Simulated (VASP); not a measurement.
# Co (P6_3/mmc) in VASP: single point with r2SCAN

Aim: the single point of Co with r2SCAN.

Program: VASP 6.6.1. These are calculated values, not measurements. Logs are shortened: lines on timing, memory, paths and dates and some standing lists are left out, and cuts for length are marked.

## 1. The cell of the first run

Symmetry: P6_3/mmc, No. 194, hexagonal system. Conventional cell: a = 2.472 Å, b = 2.472 Å, c = 4.016 Å, α = 90.00°, β = 90.00°, γ = 120.00°. Within 3.3 Å of Co (site symmetry -6m2) lie 12 Co at 2.46 to 2.47 Å.

## 2. Single point, r2SCAN, collinear spin, antiferromagnetic start

Contents of POSCAR:

```
Co
1.0
   -2.4724009972      0.0000000000      0.0000000000
    0.0000000000      0.0000000000     -4.0163086812
    0.0000000001     -4.2823241439      0.0000000000
Co
4
Direct
    0.0000000000     -0.2500000000     -0.3333333333
   -0.5000000000     -0.7500000000     -0.1666666667
    0.5000000000     -0.2500000000      0.1666666667
    0.0000000000     -0.7500000000      0.3333333333
```

Contents of INCAR.step1:

```
ALGO = Normal
EDIFF = 1E-4
ENCUT = 520
GGA = PE
ISMEAR = 0
ISPIN = 2
KPAR = 4
LASPH = T
LCHARG = F
LMAXMIX = 4
LREAL = F
LWAVE = T
MAGMOM = 1.5 -1.5 -1.5 1.5
NBANDS = 30
NELM = 150
PREC = Accurate
SIGMA = 0.05
```

Contents of INCAR.step2:

```
ALGO = Normal
EDIFF = 1E-6
ENCUT = 520
ISIF = 2
ISMEAR = 0
ISPIN = 2
ISTART = 1
KPAR = 4
LASPH = T
LCHARG = T
LMAXMIX = 4
LMIXTAU = T
LORBIT = 11
LREAL = F
LVHAR = T
LWAVE = F
MAGMOM = 1.5 -1.5 -1.5 1.5
METAGGA = R2SCAN
NBANDS = 30
NELM = 150
PREC = Accurate
SIGMA = 0.05
```

Contents of KPOINTS:

```
k-points
0
Gamma
  14 10 8
```

Potentials or basis: VASP PAW PBE potentials, release 64 (Co).

Started as:

```console
> cat potpaw_PBE.64/Co/POTCAR > POTCAR
> cp INCAR.step1 INCAR
> mpirun -np 4 vasp_std > vasp.out
> cp INCAR.step2 INCAR
> mpirun -np 4 vasp_std > vasp.out
```

OUTCAR:

```text
EDIFF = 1E-6
   ENCUT = 520
   ISIF = 2
   ISMEAR = 0
   ISPIN = 2
   ISTART = 1
   LASPH = T
   LORBIT = 11
   LREAL = F
   METAGGA = R2SCAN
   NELM = 150
   PREC = Accurate

 ion  position               nearest neighbor table
   1  0.000  0.750  0.667-   2 2.46   2 2.46   2 2.46   2 2.46   4 2.46   4 2.46   3 2.47   3 2.47
                             3 2.47   3 2.47
   2  0.500  0.250  0.833-   1 2.46   1 2.46   1 2.46   1 2.46   3 2.46   3 2.46   4 2.47   4 2.47
                             4 2.47   4 2.47
   3  0.500  0.750  0.167-   4 2.46   4 2.46   4 2.46   4 2.46   2 2.46   2 2.46   1 2.47   1 2.47
                             1 2.47   1 2.47
   4  0.000  0.250  0.333-   3 2.46   3 2.46   3 2.46   3 2.46   1 2.46   1 2.46   2 2.47   2 2.47
                             2 2.47   2 2.47

  LATTYP: Found a simple orthorhombic cell.
 ALAT       =     2.4724009972
 B/A-ratio  =     1.6244568279
 C/A-ratio  =     1.7320508076

  Lattice vectors:

 A1 = (  -2.4724009972,   0.0000000000,   0.0000000000)
 A2 = (   0.0000000000,   0.0000000000,  -4.0163086812)
 A3 = (   0.0000000001,  -4.2823241439,   0.0000000000)

Analysis of symmetry for initial positions (statically):
=====================================================================
 Subroutine PRICEL returns following result:

  LATTYP: Found a hexagonal cell.
 ALAT       =     2.4724009972
 C/A-ratio  =     1.6244568279
[... 12 lines left out ...]
 Subroutine GETGRP returns: Found  8 space group operations
 (whereof  4 operations were pure point group operations)
 out of a pool of  8 trial point group operations.

The static configuration has the point symmetry C_2h.
 The point group associated with its full space group is D_2h.

Analysis of symmetry for dynamics (positions and initial velocities):
=====================================================================
 Subroutine PRICEL returns following result:

  LATTYP: Found a hexagonal cell.
 ALAT       =     2.4724009972
 C/A-ratio  =     1.6244568279
[... 12 lines left out ...]
 Subroutine GETGRP returns: Found  8 space group operations
 (whereof  4 operations were pure point group operations)
 out of a pool of  8 trial point group operations.

The dynamic configuration has the point symmetry C_2h.
 The point group associated with its full space group is D_2h.

Analysis of structural, dynamic, and magnetic symmetry:
=====================================================================
 Subroutine PRICEL returns following result:

  LATTYP: Found a hexagonal cell.
 ALAT       =     2.4724009972
 C/A-ratio  =     1.6244568279
[... 12 lines left out ...]
 Subroutine GETGRP returns: Found  8 space group operations
 (whereof  4 operations were pure point group operations)
 out of a pool of  8 trial point group operations.

The overall configuration has the point symmetry C_2h.
 The point group associated with its full space group is D_2h.

 Subroutine INISYM returns: Found  8 space group operations
 (whereof  4 operations are pure point group operations),
 and found     2 'primitive' translations

----------------------------------------------------------------------------------------

                                     Primitive cell

  volume of cell :      21.2616

  direct lattice vectors                    reciprocal lattice vectors
    -1.236200499 -2.141162072  0.000000000    -0.404465134 -0.233518054  0.000000000
    -1.236200499  2.141162072  0.000000000    -0.404465134  0.233518054  0.000000000
     0.000000000  0.000000000 -4.016308681     0.000000000  0.000000000 -0.248984846

  length of vectors
     2.472400997  2.472400997  4.016308681     0.467036108  0.467036108  0.248984846

  position of ions in fractional coordinates (direct lattice)
     0.666666667  0.333333333  0.750000000
     0.333333333  0.666666667  0.250000000

  ion indices of the primitive-cell ions
   primitive index   ion index
                 1           1
                 2           4

----------------------------------------------------------------------------------------

 KPOINTS: k-points

Automatic generation of k-mesh.
 Grid dimensions read from file:
 generate k-points for:   14   10    8

 Generating k-lattice:

  Cartesian coordinates                     Fractional coordinates (reciprocal lattice)
    -0.028890367 -0.000000000  0.000000000     0.071428571  0.000000000  0.000000000
     0.000000000  0.000000000 -0.024898485     0.000000000  0.100000000  0.000000000
     0.000000000 -0.029189757  0.000000000     0.000000000  0.000000000  0.125000000

  Length of vectors
     0.028890367  0.024898485  0.029189757

  Shift w.r.t. Gamma in fractional coordinates (k-lattice)
     0.000000000  0.000000000  0.000000000

 Subroutine IBZKPT returns following result:
 ===========================================

 Found    240 irreducible k-points:

 Following reciprocal coordinates:
            Coordinates               Weight
  0.000000  0.000000  0.000000      1.000000
  0.071429  0.000000  0.000000      2.000000
  0.142857  0.000000 -0.000000      2.000000
  0.214286  0.000000  0.000000      2.000000
  0.285714  0.000000  0.000000      2.000000
  0.357143  0.000000  0.000000      2.000000
[... 16 lines left out ...]
  0.428571  0.200000  0.000000      4.000000
  0.500000  0.200000  0.000000      2.000000
 [... further k-points ...]
   k-points           NKPTS =    240   k-points in BZ     NKDIM =    240   number of bands    NBANDS=     30
   number of dos      NEDOS =    301   number of ions     NIONS =      4
   total plane-waves  NPLWV =  17280
   dimension x,y,z NGX =    18 NGY =   30 NGZ =   32
   dimension x,y,z NGXF=    36 NGYF=   60 NGZF=   64
   ions per type =               4
   NGX,Y,Z   is equivalent  to a cutoff of  12.10, 12.42, 12.42 a.u.
   NGXF,Y,Z  is equivalent  to a cutoff of  24.21, 24.84, 24.85 a.u.
 SYSTEM =  unknown system
   PREC   = accura    normal or accurate (medium, high low for compatibility)
   ISTART =      1    job   : 0-new  1-cont  2-samecut
   ICHARG =      0    charge: 1-file 2-atom 10-const
   ISPIN  =      2    spin polarized calculation?
   LNONCOLLINEAR =      F non collinear calculations
   LSORBIT =      F    spin-orbit coupling
   LASPH  =      T    aspherical Exc in radial PAW
   ENCUT  =  520.0 eV  38.22 Ry    6.18 a.u.   4.60  7.47  7.96*2*pi/ulx,y,z
   NELM   =    150;   NELMIN=  2; NELMDL=  0     # of ELM steps
   EDIFF  = 0.1E-05   stopping-criterion for ELM
   LREAL  =      F    real-space projection
[... 7 lines left out ...]
   TEBEG  =    0.0;   TEEND  =   0.0 temperature during run
   PSTRESS=    0.0 pullay stress
   NELECT =      36.0000    total number of electrons
   NUPDOWN=      -1.0000    fix difference up-down
   EMIN   =  10.00;   EMAX   =-10.00  energy-range for DOS
   EFERMI =   0.00;   METHOD = LEGACY
   ISMEAR =     0;   SIGMA  =   0.05  broadening in eV -4-tet -1-fermi 0-gaus
   EFERMI_NEDOS =   21; number of points for ismear=-14 and -15
   IALGO  =     38    algorithm
   IMIX   =      4    mixing-type and parameters
     AMIX     =   0.40;   BMIX     =  1.00
     AMIX_MAG =   1.60;   BMIX_MAG =  1.00
  volume/ion in A,a.u.               =      10.63        71.74
  Fermi-wavevector in a.u.,A,eV,Ry     =   1.548699  2.926618 32.633167  2.398470
  Thomas-Fermi vector in A             =   2.653612
   LORBIT       =     11    0 simple, 1 ext, 2 COOP (PROOUT), +10 PAW based schemes
   METAGGA = R2SCAN    functional components
   LHFCALC =     F    Hartree Fock is set to
   AEXX    =    0.0000 exact exchange contribution
   IVDW    =     0    specifies the selected vdW correction
   LEPSILON=     F    determine dielectric tensor
   LRPA    =     F    only Hartree local field effects (RPA)
 spin polarized calculation
 Gauss-broadening in eV      SIGMA  =   0.05
  energy-cutoff  :      520.00
  volume of cell :       42.52
 maximum number of plane-waves:      1164
   NGX =  9   NGY = 15   NGZ = 15

 number of electron      36.0000013 magnetization      -0.0000000

 number of electron      36.0000013 magnetization       0.0000000

 Free energy of the ion-electron system (eV)
  ---------------------------------------------------
  ext. energy  EPLUGINS =         0.00000000
  ---------------------------------------------------
  free energy    TOTEN  =       -50.67573446 eV

  energy without entropy =      -50.66159190  energy(sigma->0) =      -50.66866318

 E-fermi :  10.2804     XC(G=0): -14.7470

 val. band max:       10.2791595326   @ k =   0.3571   0.1000   0.1250
 cond. band min:      10.2809037606   @ k =   0.0714   0.0000   0.2500
 fundamental gap:      0.0017442280
 Fermi energy:        10.2804288794

 spin component 1

 k-point     1 :       0.0000    0.0000    0.0000
  band No.  band energies     occupation
      1       0.9061      1.00000
      2       5.3772      1.00000
      3       5.7790      1.00000
      4       5.8978      1.00000
      5       6.1936      1.00000
      6       8.0295      1.00000
[... 781 lines left out ...]
     29      23.5769      0.00000
     30      23.5769      0.00000

 [... further k-points ...]

 spin component 2

 k-point     1 :       0.0000    0.0000    0.0000
  band No.  band energies     occupation
      1       0.9061      1.00000
      2       5.3772      1.00000
      3       5.7790      1.00000
      4       5.8978      1.00000
      5       6.1936      1.00000
      6       8.0295      1.00000
[... 781 lines left out ...]
     29      23.5769      0.00000
     30      23.5769      0.00000

 [... further k-points ...]

------------------------ aborting loop because EDIFF is reached ----------------------------------------

  FORCE on cell =-STRESS in cart. coord.  units (eV):
  Direction    XX          YY          ZZ          XY          YZ          ZX
  --------------------------------------------------------------------------------------
  -------------------------------------------------------------------------------------
  Total       -3.9996212     -4.0644833     -4.6046646      0.0000000      0.0000000      0.0000000
  in kB     -150.6967578   -153.1406175   -173.4934394      0.0000000      0.0000000      0.0000000
  external PRESSURE =    -159.1102715 kB  Pullay stress =       0.0000000 kB

 VOLUME and BASIS-vectors are now :
 -----------------------------------------------------------------------------
  energy-cutoff  :      520.00
  volume of cell :       42.52
      direct lattice vectors                 reciprocal lattice vectors
    -2.472400997  0.000000000  0.000000000    -0.404465134 -0.000000000  0.000000000
     0.000000000  0.000000000 -4.016308681     0.000000000  0.000000000 -0.248984846
     0.000000000 -4.282324144  0.000000000     0.000000000 -0.233518054  0.000000000

 POSITION                                       TOTAL-FORCE (eV/Angst)
 -----------------------------------------------------------------------------------
      0.00000     -2.85488     -3.01223        -0.000000      0.003305     -0.000000
     -1.23620     -3.56860     -1.00408         0.000000     -0.003305      0.000000
     -1.23620     -0.71372     -3.01223        -0.000000      0.003305     -0.000000
      0.00000     -1.42744     -1.00408         0.000000     -0.003305     -0.000000
 -----------------------------------------------------------------------------------
    total drift:                               -0.000000     -0.000000     -0.000000

  FREE ENERGIE OF THE ION-ELECTRON SYSTEM (eV)
  ---------------------------------------------------
  free  energy   TOTEN  =       -50.6757344579 eV

  energy  without entropy=      -50.6615919017  energy(sigma->0) =      -50.66866318

 total charge

# of ion       s       p       d       tot
------------------------------------------
    1        0.511   0.557   7.290   8.357
    2        0.511   0.557   7.290   8.357
    3        0.511   0.557   7.290   8.357
    4        0.511   0.557   7.290   8.357
--------------------------------------------------
tot          2.043   2.226  29.160  33.429

 magnetization (x)

# of ion       s       p       d       tot
------------------------------------------
    1       -0.000  -0.000  -0.001  -0.001
    2        0.000   0.000   0.001   0.001
    3        0.000   0.000   0.001   0.001
    4       -0.000  -0.000  -0.001  -0.001
--------------------------------------------------
tot          0.000   0.000   0.000   0.000
```

Run time: 36 min. Hardware: 4 MPI ranks of Oxide Virtual Turin-like, shared host; peak memory 0.46 GiB.

Results:

| Property | Result |
| --- | --- |
| Free energy | -50.6757 eV |
| Pressure | -15.9 GPa |
| Largest force | 0.003 eV/Å |
| Band gap on the k mesh | zero (filled and empty bands overlap) |
| Net moment | 0.00 μB per cell |
| Valence electrons inside the program's atomic spheres | Co 8.36 |

Forces on the atoms (eV/Å):
```
Co   0.000  0.003  0.000
Co   0.000 -0.003  0.000
Co   0.000  0.003  0.000
Co   0.000 -0.003  0.000
```

Stress tensor (GPa, compression positive):
```
-15.07   0.00   0.00
  0.00 -15.31   0.00
  0.00   0.00 -17.35
```

Caveat: the cell stands under tension; the moments typed at the start vanished in this run; the PAW data sets were made with another functional, which shifts forces and pressure a little.
